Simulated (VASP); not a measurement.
# Li in VASP: further runs

Li is run at these levels: PBE; tasks: single point, relaxation of cell and atoms.

Program: VASP 6.6.1. These are calculated values, not measurements. Logs are shortened: lines on timing, memory, paths and dates and some standing lists are left out, and cuts for length are marked.

## Step 1: The cell of the first run

The structure is hexagonal, space group P-62m (No. 189). Conventional cell: a = 5.971 Å, b = 5.971 Å, c = 3.355 Å, α = 90.00°, β = 90.00°, γ = 120.00°. Li (site symmetry -6) has 11 Li at 2.78 to 3.45 Å within 3.7 Å. Within 3.6 Å of Li (site symmetry m2m) lie 8 Li at 2.74 to 3.35 Å.

## Step 2: Single point, PBE

Input file INCAR:

```
ALGO     = Normal         # electronic algorithm
EDIFF    = 1E-6           # SCF threshold, eV
ENCUT    = 520            # plane-wave cutoff, eV
GGA      = PE             # functional
ISIF     = 2              # what is computed and relaxed
ISMEAR   = 0              # smearing method
LASPH    = T              # aspherical terms in the spheres
LCHARG   = F              # write CHGCAR
LREAL    = F              # projectors in reciprocal space
LWAVE    = F              # write WAVECAR
NBANDS   = 16             # bands
NELM     = 100            # most SCF steps
PREC     = Accurate       # precision mode
SIGMA    = 0.1            # smearing width, eV
```

Input file KPOINTS:

```
k-points
0
Gamma
  9 9 10
```

Input file POSCAR:

```
Li
1.0
    5.9708043903      0.0000000000      0.0000000000
   -2.9854021952      5.1708682830      0.0000000000
    0.0000000000      0.0000000000      3.3545029570
Li
5
Direct
    0.3333333333      0.6666666667      0.5000000000
    0.6666666667      0.3333333333      0.5000000000
    0.0000000000      0.7349831162      0.0000000000
    0.2650168838      0.2650168838      0.0000000000
    0.7349831162      0.0000000000      0.0000000000
```

Potentials or basis: VASP PAW PBE potentials, release 64 (Li_sv).

Launch:

```sh
$ cat potpaw_PBE.64/Li_sv/POTCAR > POTCAR
$ mpirun -np 1 vasp_std > vasp.out
```

OUTCAR:

```text
EDIFF = 1E-6
   ENCUT = 520
   GGA = PE
   ISIF = 2
   ISMEAR = 0
   LASPH = T
   LREAL = F
   NELM = 100
   PREC = Accurate

 ion  position               nearest neighbor table
   1  0.333  0.667  0.500-
   2  0.667  0.333  0.500-
   3  0.000  0.735  0.000-
   4  0.265  0.265  0.000-
   5  0.735  0.000  0.000-

  LATTYP: Found a hexagonal cell.
 ALAT       =     5.9708043903
 C/A-ratio  =     0.5618175940

  Lattice vectors:

 A1 = (   5.9708043903,   0.0000000000,   0.0000000000)
 A2 = (  -2.9854021952,   5.1708682830,   0.0000000000)
 A3 = (   0.0000000000,   0.0000000000,   3.3545029570)

Analysis of symmetry for initial positions (statically):
=====================================================================
 Subroutine PRICEL returns:
 Original cell was already a primitive cell.

 Routine SETGRP: Setting up the symmetry group for a
 hexagonal supercell.

 Subroutine GETGRP returns: Found 12 space group operations
 (whereof 12 operations were pure point group operations)
 out of a pool of 24 trial point group operations.

The static configuration has the point symmetry D_3h.

Analysis of symmetry for dynamics (positions and initial velocities):
=====================================================================
 Subroutine PRICEL returns:
 Original cell was already a primitive cell.

 Routine SETGRP: Setting up the symmetry group for a
 hexagonal supercell.

 Subroutine GETGRP returns: Found 12 space group operations
 (whereof 12 operations were pure point group operations)
 out of a pool of 24 trial point group operations.

The dynamic configuration has the point symmetry D_3h.

 Subroutine INISYM returns: Found 12 space group operations
 (whereof 12 operations are pure point group operations),
 and found     1 'primitive' translations

----------------------------------------------------------------------------------------

                                     Primitive cell

  volume of cell :     103.5677

  direct lattice vectors                    reciprocal lattice vectors
     5.970804390  0.000000000  0.000000000     0.167481621  0.096695559  0.000000000
    -2.985402195  5.170868283  0.000000000     0.000000000  0.193391118  0.000000000
     0.000000000  0.000000000  3.354502957     0.000000000  0.000000000  0.298106758

  length of vectors
     5.970804390  5.970804390  3.354502957     0.193391118  0.193391118  0.298106758

  position of ions in fractional coordinates (direct lattice)
     0.333333333  0.666666667  0.500000000
     0.666666667  0.333333333  0.500000000
     0.000000000  0.734983116  0.000000000
     0.265016884  0.265016884  0.000000000
     0.734983116  0.000000000  0.000000000

  ion indices of the primitive-cell ions
   primitive index   ion index
                 1           1
                 2           2
                 3           3
                 4           4
                 5           5

----------------------------------------------------------------------------------------

 KPOINTS: k-points

Automatic generation of k-mesh.
 Grid dimensions read from file:
 generate k-points for:    9    9   10

 Generating k-lattice:

  Cartesian coordinates                     Fractional coordinates (reciprocal lattice)
     0.018609069  0.010743951  0.000000000     0.111111111  0.000000000  0.000000000
     0.000000000  0.021487902  0.000000000     0.000000000  0.111111111  0.000000000
     0.000000000  0.000000000  0.029810676     0.000000000  0.000000000  0.100000000

  Length of vectors
     0.021487902  0.021487902  0.029810676

  Shift w.r.t. Gamma in fractional coordinates (k-lattice)
     0.000000000  0.000000000  0.000000000

 Subroutine IBZKPT returns following result:
 ===========================================

 Found     72 irreducible k-points:

 Following reciprocal coordinates:
            Coordinates               Weight
  0.000000  0.000000  0.000000      1.000000
  0.111111 -0.000000  0.000000      6.000000
  0.222222 -0.000000  0.000000      6.000000
  0.333333 -0.000000  0.000000      6.000000
  0.444444 -0.000000  0.000000      6.000000
  0.111111  0.111111  0.000000      6.000000
[... 16 lines left out ...]
  0.333333  0.222222  0.100000     24.000000
  0.333333  0.333333  0.100000      4.000000
 [... further k-points ...]
   k-points           NKPTS =     72   k-points in BZ     NKDIM =     72   number of bands    NBANDS=     16
   number of dos      NEDOS =    301   number of ions     NIONS =      5
   total plane-waves  NPLWV =  64512
   dimension x,y,z NGX =    48 NGY =   48 NGZ =   28
   dimension x,y,z NGXF=    96 NGYF=   96 NGZF=   56
   ions per type =               5
   NGX,Y,Z   is equivalent  to a cutoff of  13.36, 13.36, 13.88 a.u.
   NGXF,Y,Z  is equivalent  to a cutoff of  26.73, 26.73, 27.75 a.u.
 SYSTEM =  unknown system
   PREC   = accura    normal or accurate (medium, high low for compatibility)
   ISTART =      0    job   : 0-new  1-cont  2-samecut
   ICHARG =      2    charge: 1-file 2-atom 10-const
   ISPIN  =      1    spin polarized calculation?
   LNONCOLLINEAR =      F non collinear calculations
   LSORBIT =      F    spin-orbit coupling
   LASPH  =      T    aspherical Exc in radial PAW
   ENCUT  =  520.0 eV  38.22 Ry    6.18 a.u.  11.10 11.10  6.24*2*pi/ulx,y,z
   NELM   =    100;   NELMIN=  2; NELMDL= -5     # of ELM steps
   EDIFF  = 0.1E-05   stopping-criterion for ELM
   LREAL  =      F    real-space projection
   EDIFFG = 0.1E-04   stopping-criterion for IOM
   NSW    =      0    number of steps for IOM
   IBRION =     -1    ionic relax: 0-MD 1-quasi-New 2-CG
   NFREE  =      0    steps in history (QN), initial steepest desc. (CG)
   ISIF   =      2    stress and relaxation
   ISYM   =      2    0-nonsym 1-usesym 2-fastsym
   POTIM  = 0.5000    time-step for ionic-motion
   TEBEG  =    0.0;   TEEND  =   0.0 temperature during run
   PSTRESS=    0.0 pullay stress
   NELECT =      15.0000    total number of electrons
   NUPDOWN=      -1.0000    fix difference up-down
   EMIN   =  10.00;   EMAX   =-10.00  energy-range for DOS
   EFERMI =   0.00;   METHOD = LEGACY
   ISMEAR =     0;   SIGMA  =   0.10  broadening in eV -4-tet -1-fermi 0-gaus
   EFERMI_NEDOS =   21; number of points for ismear=-14 and -15
   IALGO  =     38    algorithm
   IMIX   =      4    mixing-type and parameters
     AMIX     =   0.40;   BMIX     =  1.00
     AMIX_MAG =   1.60;   BMIX_MAG =  1.00
  volume/ion in A,a.u.               =      20.71       139.78
  Fermi-wavevector in a.u.,A,eV,Ry     =   0.859733  1.624660 10.056629  0.739141
  Thomas-Fermi vector in A             =   1.977132
   LORBIT       =      0    0 simple, 1 ext, 2 COOP (PROOUT), +10 PAW based schemes
   GGA     = PE    functional components
   LHFCALC =     F    Hartree Fock is set to
   AEXX    =    0.0000 exact exchange contribution
   IVDW    =     0    specifies the selected vdW correction
   LEPSILON=     F    determine dielectric tensor
   LRPA    =     F    only Hartree local field effects (RPA)
 non-spin polarized calculation
 Gauss-broadening in eV      SIGMA  =   0.10
  energy-cutoff  :      520.00
  volume of cell :      103.57
 maximum number of plane-waves:      2811
 NGX is ok and might be reduce to    48
   NGX = 23   NGY = 23   NGZ = 13

 number of electron      14.9999987 magnetization

 Free energy of the ion-electron system (eV)
  ---------------------------------------------------
  ext. energy  EPLUGINS =         0.00000000
  ---------------------------------------------------
  free energy    TOTEN  =        -8.93120611 eV

  energy without entropy =       -8.92216386  energy(sigma->0) =       -8.92668499

 E-fermi :   0.5720     XC(G=0):  -6.9857

 val. band max:        0.5664972870   @ k =   0.3333   0.3333   0.5000
 cond. band min:       0.5725750414   @ k =   0.2222   0.2222   0.4000
 fundamental gap:      0.0060777544
 Fermi energy:         0.5719770317

 k-point     1 :       0.0000    0.0000    0.0000
  band No.  band energies     occupation
      1     -46.2916      2.00000
      2     -46.2741      2.00000
      3     -46.2741      2.00000
      4     -46.1180      2.00000
      5     -46.1177      2.00000
      6      -2.9399      2.00000
[... 8 lines left out ...]
     15      10.0331      0.00000
     16      10.0331      0.00000

 k-point     2 :       0.1111   -0.0000    0.0000
  band No.  band energies     occupation
      1     -46.2914      2.00000
      2     -46.2743      2.00000
      3     -46.2742      2.00000
      4     -46.1180      2.00000
      5     -46.1177      2.00000
      6      -2.8883      2.00000
[... 8 lines left out ...]
     15       9.3455      0.00000
     16       9.9817      0.00000

 k-point     3 :       0.2222   -0.0000    0.0000
  band No.  band energies     occupation
      1     -46.2907      2.00000
      2     -46.2749      2.00000
      3     -46.2744      2.00000
      4     -46.1180      2.00000
      5     -46.1177      2.00000
      6      -2.7331      2.00000
[... 8 lines left out ...]
     15       8.2021      0.00000
     16       9.5234      0.00000

 k-point     4 :       0.3333   -0.0000    0.0000
  band No.  band energies     occupation
      1     -46.2898      2.00000
      2     -46.2756      2.00000
      3     -46.2746      2.00000
      4     -46.1179      2.00000
      5     -46.1177      2.00000
      6      -2.4741      2.00000
[... 8 lines left out ...]
     15       7.2743      0.00000
     16       8.8097      0.00000
[... 324 lines left out ...]
 k-point    22 :       0.2222    0.2222    0.1000
  band No.  band energies     occupation
      1     -46.2891      2.00000
      2     -46.2754      2.00000
      3     -46.2747      2.00000
      4     -46.1178      2.00000
      5     -46.1177      2.00000
      6      -2.2197      2.00000
[... 8 lines left out ...]
     15       7.9135      0.00000
     16       8.0186      0.00000

 k-point    23 :       0.3333    0.2222    0.1000
  band No.  band energies     occupation
      1     -46.2887      2.00000
      2     -46.2756      2.00000
      3     -46.2749      2.00000
      4     -46.1177      2.00000
      5     -46.1177      2.00000
      6      -1.8577      2.00000
[... 8 lines left out ...]
     15       7.3527      0.00000
     16       7.6862      0.00000

 k-point    24 :       0.3333    0.3333    0.1000
  band No.  band energies     occupation
      1     -46.2885      2.00000
      2     -46.2754      2.00000
      3     -46.2754      2.00000
      4     -46.1177      2.00000
      5     -46.1177      2.00000
      6      -1.4662      2.00000
[... 8 lines left out ...]
     15       7.2697      0.00000
     16       7.5916      0.00000

 [... further k-points ...]
[... 5 lines left out ...]
  --------------------------------------------------------------------------------------
  -------------------------------------------------------------------------------------
  Total       -0.0573483     -0.0573483     -0.0537370      0.0000000     -0.0000000     -0.0000000
  in kB       -0.8871696     -0.8871696     -0.8313026      0.0000000     -0.0000000     -0.0000000
  external PRESSURE =      -0.8685473 kB  Pullay stress =       0.0000000 kB

 VOLUME and BASIS-vectors are now :
 -----------------------------------------------------------------------------
  energy-cutoff  :      520.00
  volume of cell :      103.57
      direct lattice vectors                 reciprocal lattice vectors
     5.970804390  0.000000000  0.000000000     0.167481621  0.096695559  0.000000000
    -2.985402195  5.170868283  0.000000000     0.000000000  0.193391118  0.000000000
     0.000000000  0.000000000  3.354502957     0.000000000  0.000000000  0.298106758

 POSITION                                       TOTAL-FORCE (eV/Angst)
 -----------------------------------------------------------------------------------
     -0.00000      3.44725      1.67725         0.000000      0.000000      0.000000
      2.98540      1.72362      1.67725         0.000000      0.000000      0.000000
     -2.19422      3.80050      0.00000        -0.000477      0.000825      0.000000
      0.79118      1.37037      0.00000        -0.000477     -0.000825      0.000000
      4.38844      0.00000      0.00000         0.000953      0.000000     -0.000000
 -----------------------------------------------------------------------------------
    total drift:                               -0.000001     -0.000001      0.000000

  FREE ENERGIE OF THE ION-ELECTRON SYSTEM (eV)
  ---------------------------------------------------
  free  energy   TOTEN  =        -8.9312061127 eV

  energy  without entropy=       -8.9221638590  energy(sigma->0) =       -8.92668499
```

Wall time 74 s (1 thread of Intel Xeon Platinum 8124M at 3.00GHz (Skylake/Cascade Lake), shared host); peak memory 0.26 GiB.

Results:

```
Free energy : -8.9312 eV
```

Caveat: the cutoff is under 1.25 times the usual one of these potentials, so pressure, stress and relaxed cells hold a basis-set (Pulay) error.

## Step 3: Relaxation of cell and atoms, PBE

This run uses another cell than the first one, of 21.43 Å³/atom, 1.034 times its volume.

Input file INCAR:

```
SYSTEM = Li
  ALGO = Normal
  EDIFF = 1E-7
  EDIFFG = -0.01
  ENCUT = 600
  GGA = PE
  IBRION = 2
  ISIF = 3
  ISMEAR = 0
  LASPH = .True.
  LCHARG = .False.
  LREAL = .False.
  LWAVE = .False.
  NELM = 100
  NSW = 100
  PREC = Accurate
  SIGMA = 0.1
```

Input file KPOINTS:

```
k-points
0
Gamma
  9 9 10
  0 0 0
```

Input file POSCAR:

```
Li
1.0
    5.6965438091      0.0000000000      0.0000000000
   -2.8482719046      4.9333516525      0.0000000000
    0.0000000000      0.0000000000      3.8122537637
Li
5
Direct
    0.3333333333      0.6666666667      0.5000000000
    0.6666666667      0.3333333333      0.5000000000
    0.0000000000      0.7143055231      0.0000000000
    0.2856944769      0.2856944769      0.0000000000
    0.7143055231      0.0000000000      0.0000000000
```

Potentials or basis: VASP PAW PBE potentials, release 64 (Li_sv).

Launch:

```sh
$ cat potpaw_PBE.64/Li_sv/POTCAR > POTCAR
$ mpirun -np 1 vasp_std > vasp.out
```

Wall time 10 min (1 thread of Intel Xeon Platinum 8124M at 3.00GHz (Skylake/Cascade Lake), shared host); peak memory 0.29 GiB.

Results (log left out):

```
Free energy                            : -8.9351 eV
Relaxed volume                         : 20.54 Å³/atom
Relaxed cell                           : a = 5.959 Å, b = 5.959 Å, c = 3.339 Å, α = 90.00°, β = 90.00°, γ = 120.00°
Space group after relaxing (to 0.05 Å) : P-62m (No. 189)
Energy gained by relaxing              : 6.1 meV/atom
Ionic steps                            : 15
Pressure after relaxing                : 0.0 GPa
```

The path:
| step | energy change (eV) | largest force (eV/Å) | pressure (GPa) | volume (Å³) |
| --- | --- | --- | --- | --- |
| 1 | 0.0000 | 0.0031 | -0.26 | 107.14 |
| 2 | -0.0015 | 0.0115 | -0.21 | 106.60 |
| 3 | -0.0050 | 0.0372 | -0.06 | 105.00 |
| 4 | -0.0059 | 0.0916 | 0.29 | 101.82 |
| 5 | -0.0065 | 0.0691 | 0.14 | 103.09 |
| 6 | -0.0087 | 0.0677 | 0.14 | 102.92 |
| 7 | -0.0148 | 0.0646 | 0.15 | 102.35 |
| 8 | -0.0231 | 0.0533 | 0.23 | 101.11 |
| 9 | -0.0194 | 0.0046 | 0.58 | 98.16 |
| 10 | -0.0255 | 0.0386 | 0.30 | 100.35 |
| 11 | -0.0257 | 0.0189 | 0.44 | 99.18 |
| 12 | -0.0293 | 0.0156 | 0.09 | 101.80 |
| 13 | -0.0294 | 0.0143 | 0.11 | 101.69 |
| 14 | -0.0300 | 0.0087 | 0.06 | 102.10 |
| 15 | -0.0304 | 0.0008 | -0.01 | 102.70 |

Final structure:
```
Li
1.0
     5.95945    0.00000    0.00000
    -2.97972    5.16103    0.00000
     0.00000    0.00000    3.33911
Li
5
Direct
  0.33333 0.66667 0.50000
  0.66667 0.33333 0.50000
  0.00000 0.73540 0.00000
  0.26460 0.26460 0.00000
  0.73540 0.00000 0.00000
```

Levels at points of the mesh, in eV from the Fermi level:
| k point | band 5 | band 6 | band 7 | band 8 | band 9 | band 10 | band 11 |
| --- | --- | --- | --- | --- | --- | --- | --- |
| (0.00, 0.00, 0.00) | -46.67 | -3.53 | 0.05 | 0.05 | 0.53 | 1.56 | 1.62 |
| (0.00, 0.00, 0.50) | -46.67 | -1.11 | -0.94 | 2.12 | 2.22 | 2.22 | 2.47 |

Caveat: the cutoff is under 1.25 times the usual one of these potentials, so pressure, stress and relaxed cells hold a basis-set (Pulay) error.

## Step 4: Single point, PBE

This run uses another cell than the first one, of 21.43 Å³/atom, 1.034 times its volume.

Input file INCAR:

```
PREC = Accurate
ENCUT = 520
EDIFF = 1E-6
ISMEAR = 0
SIGMA = 0.1
LREAL = False
LASPH = True
NELM = 100
ALGO = Normal
ISIF = 2
LWAVE = False
LCHARG = False
GGA = PE
NBANDS = 16
```

Input file KPOINTS:

```
Automatic mesh
0
Gamma
  6 6 4
```

Input file POSCAR:

```
Li
1.0
    5.6965438091      0.0000000000      0.0000000000
   -2.8482719046      4.9333516524      0.0000000000
    0.0000000000      0.0000000000      3.8122537637
Li
5
Direct
    0.3333333333      0.6666666667      0.5002661028
    0.6666666667      0.3333333333      0.4997338972
    0.0000000000      0.7143055231      0.0000000000
    0.2856944769      0.2856944769      0.0000000000
    0.7143055231      0.0000000000      0.0000000000
```

Launch:

```sh
$ cat potpaw_PBE.64/Li_sv/POTCAR > POTCAR
$ mpirun -np 1 vasp_std > vasp.out
```

Wall time 25 s (1 thread of Intel Xeon Platinum 8124M at 3.00GHz (Skylake/Cascade Lake), shared host); peak memory 0.2 GiB.

The run converged. Its results:

| Item | Value |
| --- | --- |
| Free energy | -8.9357 eV |
| Largest force | 0.013 eV/Å |

Forces on the atoms (eV/Å):
```
Li   0.000  0.000 -0.002
Li   0.000  0.000  0.002
Li   0.006 -0.011  0.000
Li   0.006  0.011  0.000
Li  -0.013  0.000  0.000
```

Levels at points of the mesh, in eV from the Fermi level:
```csv
k point,band 4,band 5,band 6,band 7,band 8,band 9,band 10,band 11
"(0.00, 0.00, 0.00)",-46.78,-46.78,-3.49,0.48,0.48,1.15,1.86,2.20
"(0.50, 0.00, 0.00)",-46.78,-46.78,-2.37,-2.29,-0.45,0.65,4.04,4.70
"(0.00, 0.00, 0.50)",-46.78,-46.78,-1.53,-1.53,2.01,2.19,2.19,2.26
"(0.50, 0.00, 0.50)",-46.78,-46.78,-0.76,-0.54,-0.17,-0.09,1.16,1.27
```

Caveat: the k points lie up to 0.41 Å⁻¹ apart; the cutoff is under 1.25 times the usual one of these potentials, so pressure, stress and relaxed cells hold a basis-set (Pulay) error.

(Part 1 of 2 ends here.)
